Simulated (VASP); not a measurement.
# Hg (I4/mmm) in VASP: single point with PBE

Aim: the single point of Hg with PBE.

Program: VASP 6.6.1. These are calculated values, not measurements. Logs are shortened: lines on timing, memory, paths and dates and some standing lists are left out, and cuts for length are marked.

**1. The cell of the first run**

The structure is tetragonal, space group I4/mmm (No. 139). Conventional cell: a = 4.139 Å, b = 4.139 Å, c = 3.605 Å, α = 90.00°, β = 90.00°, γ = 90.00°. Within 4.5 Å of Hg (site symmetry 4/mmm) lie 14 Hg at 3.44 to 4.14 Å.

**2. Single point, PBE**

Input file INCAR:

```
SYSTEM = Hg
ALGO = Normal
EDIFF = 1E-6
ENCUT = 520
GGA = PE
ISIF = 2
ISMEAR = 0
LASPH = .TRUE.
LCHARG = .FALSE.
LREAL = .FALSE.
LWAVE = .FALSE.
NBANDS = 12
NELM = 100
PREC = Accurate
SIGMA = 0.1
```

Input file KPOINTS:

```
k-points
0
G
  6 6 6
  0 0 0
```

Input file POSCAR:

```
Hg
1.0
   -2.0696950000      2.0696950000      1.8022580000
    2.0696950000     -2.0696950000      1.8022580000
    2.0696950000      2.0696950000     -1.8022580000
Hg
1
Direct
    0.0000000000      0.0000000000      0.0000000000
```

Potentials or basis: VASP PAW PBE potentials, release 64 (Hg).

The run is started by

```sh
$ cat potpaw_PBE.64/Hg/POTCAR > POTCAR
$ mpirun -np 1 vasp_std > vasp.out
```

OUTCAR:

```text
SYSTEM = Hg
   EDIFF = 1E-6
   ENCUT = 520
   GGA = PE
   ISIF = 2
   ISMEAR = 0
   LASPH = .TRUE.
   LREAL = .FALSE.
   NELM = 100
   PREC = Accurate

 ion  position               nearest neighbor table
   1  0.000  0.000  0.000-

  LATTYP: Found a body centered tetragonal cell.
 ALAT       =     4.1393900000
 C/A-ratio  =     0.8707843426

  Lattice vectors:

 A1 = (  -2.0696950000,   2.0696950000,   1.8022580000)
 A2 = (   2.0696950000,  -2.0696950000,   1.8022580000)
 A3 = (   2.0696950000,   2.0696950000,  -1.8022580000)

Analysis of symmetry for initial positions (statically):
=====================================================================
 Subroutine PRICEL returns:
 Original cell was already a primitive cell.

 Routine SETGRP: Setting up the symmetry group for a
 body centered tetragonal supercell.

 Subroutine GETGRP returns: Found 16 space group operations
 (whereof 16 operations were pure point group operations)
 out of a pool of 16 trial point group operations.

The static configuration has the point symmetry D_4h.

Analysis of symmetry for dynamics (positions and initial velocities):
=====================================================================
 Subroutine PRICEL returns:
 Original cell was already a primitive cell.

 Routine SETGRP: Setting up the symmetry group for a
 body centered tetragonal supercell.

 Subroutine GETGRP returns: Found 16 space group operations
 (whereof 16 operations were pure point group operations)
 out of a pool of 16 trial point group operations.

The dynamic configuration has the point symmetry D_4h.

 Subroutine INISYM returns: Found 16 space group operations
 (whereof 16 operations are pure point group operations),
 and found     1 'primitive' translations

----------------------------------------------------------------------------------------

                                     Primitive cell

  volume of cell :      30.8809

  direct lattice vectors                    reciprocal lattice vectors
    -2.069695000  2.069695000  1.802258000     0.000000000  0.241581489  0.277429758
     2.069695000 -2.069695000  1.802258000     0.241581489  0.000000000  0.277429758
     2.069695000  2.069695000 -1.802258000     0.241581489  0.241581489  0.000000000

  length of vectors
     3.437354897  3.437354897  3.437354897     0.367870747  0.367870747  0.341647818

  position of ions in fractional coordinates (direct lattice)
     0.000000000  0.000000000  0.000000000

  ion indices of the primitive-cell ions
   primitive index   ion index
                 1           1

----------------------------------------------------------------------------------------

 KPOINTS: k-points

Automatic generation of k-mesh.
 Grid dimensions read from file:
 generate k-points for:    6    6    6

 Generating k-lattice:

  Cartesian coordinates                     Fractional coordinates (reciprocal lattice)
     0.000000000  0.040263582  0.046238293     0.166666667 -0.000000000  0.000000000
     0.040263582  0.000000000  0.046238293    -0.000000000  0.166666667  0.000000000
     0.040263582  0.040263582  0.000000000     0.000000000  0.000000000  0.166666667

  Length of vectors
     0.061311791  0.061311791  0.056941303

  Shift w.r.t. Gamma in fractional coordinates (k-lattice)
     0.000000000  0.000000000  0.000000000

 Subroutine IBZKPT returns following result:
 ===========================================

 Found     30 irreducible k-points:

 Following reciprocal coordinates:
            Coordinates               Weight
  0.000000  0.000000  0.000000      1.000000
  0.166667 -0.000000  0.000000      8.000000
  0.333333 -0.000000  0.000000      8.000000
  0.500000 -0.000000  0.000000      4.000000
  0.166667  0.166667  0.000000      8.000000
  0.333333  0.166667  0.000000     16.000000
[... 16 lines left out ...]
 -0.333333 -0.333333  0.166667      8.000000
 -0.166667 -0.333333  0.166667      8.000000
 [... further k-points ...]
   k-points           NKPTS =     30   k-points in BZ     NKDIM =     30   number of bands    NBANDS=     12
   number of dos      NEDOS =    301   number of ions     NIONS =      1
   total plane-waves  NPLWV =  21952
   dimension x,y,z NGX =    28 NGY =   28 NGZ =   28
   dimension x,y,z NGXF=    56 NGYF=   56 NGZF=   56
   ions per type =               1
   NGX,Y,Z   is equivalent  to a cutoff of  13.54, 13.54, 13.54 a.u.
   NGXF,Y,Z  is equivalent  to a cutoff of  27.08, 27.08, 27.08 a.u.
 SYSTEM =  Hg
   PREC   = accura    normal or accurate (medium, high low for compatibility)
   ISTART =      0    job   : 0-new  1-cont  2-samecut
   ICHARG =      2    charge: 1-file 2-atom 10-const
   ISPIN  =      1    spin polarized calculation?
   LNONCOLLINEAR =      F non collinear calculations
   LSORBIT =      F    spin-orbit coupling
   LASPH  =      T    aspherical Exc in radial PAW
   ENCUT  =  520.0 eV  38.22 Ry    6.18 a.u.   6.39  6.39  6.39*2*pi/ulx,y,z
   NELM   =    100;   NELMIN=  2; NELMDL= -5     # of ELM steps
   EDIFF  = 0.1E-05   stopping-criterion for ELM
   LREAL  =      F    real-space projection
   EDIFFG = 0.1E-04   stopping-criterion for IOM
   NSW    =      0    number of steps for IOM
   IBRION =     -1    ionic relax: 0-MD 1-quasi-New 2-CG
   NFREE  =      0    steps in history (QN), initial steepest desc. (CG)
   ISIF   =      2    stress and relaxation
   ISYM   =      2    0-nonsym 1-usesym 2-fastsym
   POTIM  = 0.5000    time-step for ionic-motion
   TEBEG  =    0.0;   TEEND  =   0.0 temperature during run
   PSTRESS=    0.0 pullay stress
   NELECT =      12.0000    total number of electrons
   NUPDOWN=      -1.0000    fix difference up-down
   EMIN   =  10.00;   EMAX   =-10.00  energy-range for DOS
   EFERMI =   0.00;   METHOD = LEGACY
   ISMEAR =     0;   SIGMA  =   0.10  broadening in eV -4-tet -1-fermi 0-gaus
   EFERMI_NEDOS =   21; number of points for ismear=-14 and -15
   IALGO  =     38    algorithm
   IMIX   =      4    mixing-type and parameters
     AMIX     =   0.40;   BMIX     =  1.00
     AMIX_MAG =   1.60;   BMIX_MAG =  1.00
  volume/ion in A,a.u.               =      30.88       208.39
  Fermi-wavevector in a.u.,A,eV,Ry     =   1.194645  2.257551 19.417902  1.427176
  Thomas-Fermi vector in A             =   2.330630
   LORBIT       =      0    0 simple, 1 ext, 2 COOP (PROOUT), +10 PAW based schemes
   GGA     = PE    functional components
   LHFCALC =     F    Hartree Fock is set to
   AEXX    =    0.0000 exact exchange contribution
   IVDW    =     0    specifies the selected vdW correction
   LEPSILON=     F    determine dielectric tensor
   LRPA    =     F    only Hartree local field effects (RPA)
 non-spin polarized calculation
 Gauss-broadening in eV      SIGMA  =   0.10
  energy-cutoff  :      520.00
  volume of cell :       30.88
 maximum number of plane-waves:       855
 NGX is ok and might be reduce to    28
   NGX = 13   NGY = 13   NGZ = 13

 number of electron      12.0000002 magnetization

 Free energy of the ion-electron system (eV)
  ---------------------------------------------------
  ext. energy  EPLUGINS =         0.00000000
  ---------------------------------------------------
  free energy    TOTEN  =        -0.17932346 eV

  energy without entropy =       -0.17695369  energy(sigma->0) =       -0.17813857

 E-fermi :   0.6673     XC(G=0):  -9.4120

 val. band max:        0.6158127930   @ k =  -0.3333   0.5000   0.3333
 cond. band min:       0.7228806339   @ k =   0.5000  -0.0000   0.0000
 fundamental gap:      0.1070678409
 Fermi energy:         0.6673470286

 k-point     1 :       0.0000    0.0000    0.0000
  band No.  band energies     occupation
      1      -6.2004      2.00000
      2      -5.5970      2.00000
      3      -5.3445      2.00000
      4      -5.3445      2.00000
      5      -5.1245      2.00000
      6      -4.8491      2.00000
      7      12.6887      0.00000
      8      12.6887      0.00000
      9      14.9886      0.00000
     10      15.6545      0.00000
     11      15.6545      0.00000
     12      16.5209      0.00000

 k-point     2 :       0.1667   -0.0000    0.0000
  band No.  band energies     occupation
      1      -5.6886      2.00000
      2      -5.5747      2.00000
      3      -5.2436      2.00000
      4      -5.2347      2.00000
      5      -5.0532      2.00000
      6      -4.9081      2.00000
      7      10.1189      0.00000
      8      11.4042      0.00000
      9      11.8664      0.00000
     10      14.1331      0.00000
     11      14.7160      0.00000
     12      16.4244      0.00000

 k-point     3 :       0.3333   -0.0000    0.0000
  band No.  band energies     occupation
      1      -5.7423      2.00000
      2      -5.7021      2.00000
      3      -4.9816      2.00000
      4      -4.8589      2.00000
      5      -4.8254      2.00000
      6      -3.3460      2.00000
      7       4.7286      0.00000
      8       9.3613      0.00000
      9      10.1058      0.00000
     10      12.8321      0.00000
     11      13.9640      0.00000
     12      17.5015      0.00000

 k-point     4 :       0.5000   -0.0000    0.0000
  band No.  band energies     occupation
      1      -5.8633      2.00000
      2      -5.7770      2.00000
      3      -5.0031      2.00000
      4      -4.7512      2.00000
      5      -4.5782      2.00000
      6      -0.5348      2.00000
      7       0.7229      0.43224
      8       8.4743      0.00000
      9       9.4444      0.00000
     10      12.4941      0.00000
     11      13.7467      0.00000
     12      18.0335      0.00000

 k-point     5 :       0.1667    0.1667    0.0000
  band No.  band energies     occupation
      1      -5.6868      2.00000
      2      -5.4522      2.00000
      3      -5.2555      2.00000
      4      -5.0022      2.00000
      5      -4.8399      2.00000
      6      -3.8551      2.00000
      7       6.4968      0.00000
      8       8.8182      0.00000
      9       9.9669      0.00000
     10      14.7720      0.00000
     11      14.8307      0.00000
     12      15.8934      0.00000
[... 228 lines left out ...]
      1      -5.5405      2.00000
      2      -5.4547      2.00000
      3      -5.3475      2.00000
      4      -4.9136      2.00000
      5      -4.7447      2.00000
      6      -1.0667      2.00000
      7       3.1432      0.00000
      8       5.4811      0.00000
      9       9.7136      0.00000
     10      13.3823      0.00000
     11      14.2614      0.00000
     12      16.2423      0.00000

 k-point    22 :      -0.1667    0.5000    0.1667
  band No.  band energies     occupation
      1      -5.6684      2.00000
      2      -5.5339      2.00000
      3      -5.1980      2.00000
      4      -4.9882      2.00000
      5      -4.5928      2.00000
      6      -0.3784      2.00000
      7       1.7809      0.00000
      8       6.8765      0.00000
      9       8.0099      0.00000
     10      14.0702      0.00000
     11      15.3499      0.00000
     12      15.9214      0.00000

 k-point    23 :      -0.3333   -0.3333    0.1667
  band No.  band energies     occupation
      1      -5.5206      2.00000
      2      -5.4879      2.00000
      3      -5.2453      2.00000
      4      -5.0210      2.00000
      5      -4.6861      2.00000
      6      -0.0202      2.00000
      7       2.8316      0.00000
      8       4.5039      0.00000
      9       9.0894      0.00000
     10      11.6993      0.00000
     11      15.1909      0.00000
     12      18.3929      0.00000

 k-point    24 :      -0.1667   -0.3333    0.1667
  band No.  band energies     occupation
      1      -5.5508      2.00000
      2      -5.4986      2.00000
      3      -5.2046      2.00000
      4      -4.9576      2.00000
      5      -4.8769      2.00000
      6      -2.3121      2.00000
      7       4.4715      0.00000
      8       8.0459      0.00000
      9       8.6117      0.00000
     10      12.2504      0.00000
     11      15.3426      0.00000
     12      15.7653      0.00000

 [... further k-points ...]

------------------------ aborting loop because EDIFF is reached ----------------------------------------

  FORCE on cell =-STRESS in cart. coord.  units (eV):
  Direction    XX          YY          ZZ          XY          YZ          ZX
  --------------------------------------------------------------------------------------
  -------------------------------------------------------------------------------------
  Total       -0.0479147     -0.0479147      0.0235732      0.0000000      0.0000000      0.0000000
  in kB       -2.4859325     -2.4859325      1.2230354      0.0000000      0.0000000      0.0000000
  external PRESSURE =      -1.2496099 kB  Pullay stress =       0.0000000 kB

 VOLUME and BASIS-vectors are now :
 -----------------------------------------------------------------------------
  energy-cutoff  :      520.00
  volume of cell :       30.88
      direct lattice vectors                 reciprocal lattice vectors
    -2.069695000  2.069695000  1.802258000     0.000000000  0.241581489  0.277429758
     2.069695000 -2.069695000  1.802258000     0.241581489  0.000000000  0.277429758
     2.069695000  2.069695000 -1.802258000     0.241581489  0.241581489  0.000000000

 POSITION                                       TOTAL-FORCE (eV/Angst)
 -----------------------------------------------------------------------------------
      0.00000      0.00000      0.00000         0.000000      0.000000     -0.000000
 -----------------------------------------------------------------------------------
    total drift:                               -0.000000      0.000000      0.000000

  FREE ENERGIE OF THE ION-ELECTRON SYSTEM (eV)
  ---------------------------------------------------
  free  energy   TOTEN  =        -0.1793234592 eV

  energy  without entropy=       -0.1769536905  energy(sigma->0) =       -0.17813857
```

Wall time 7.2 s (1 thread of AMD EPYC 9R45 (Zen 5), shared host); peak memory 0.13 GiB.

Results:

```
Free energy            : -0.1793 eV
Pressure               : -0.1 GPa
Band gap on the k mesh : zero (bands 6 and 7 overlap by 1.72 eV)
```

Caveat: the k points lie up to 0.39 Å⁻¹ apart, too coarse for converged energies and pressures of a metal; spin-orbit coupling is left out, which moves the levels of the heavy elements.
